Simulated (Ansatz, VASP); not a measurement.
Zn: VASP beside Ansatz

```
CELL_PARAMETERS angstrom
4.95843 0.00000 0.00000
-2.47921 4.29412 0.00000
0.00000 0.00000 2.78862
ATOMIC_POSITIONS crystal
Zn 0.00000 0.00000 0.00000
Zn 0.33333 0.66667 0.50000
Zn 0.66667 0.33333 0.50000
```

Alike in both runs: task single point; functional BLYP; k mesh 9 × 9 × 13; occupations fermi-dirac, width 0.1 eV; no spin polarisation.

|  | VASP | Ansatz |
| --- | --- | --- |
| version | VASP 6.6.1 | Ansatz 0.2.0 |
| potentials or method | VASP PAW PBE potentials, release 64 (Zn), cutoff 520 eV | plane waves (420 eV) with PAW, scalar-relativistic |
| valence electrons in the cell | 36 | 36 |

```tsv
	VASP	Ansatz	Ansatz less VASP
pressure (GPa)	-2.5	-2.6	-0.02
traceless stress, the component that is largest in VASP (GPa)	-0.84	-0.87	-0.027
```

VASP's potentials were made for PBE, not for BLYP.
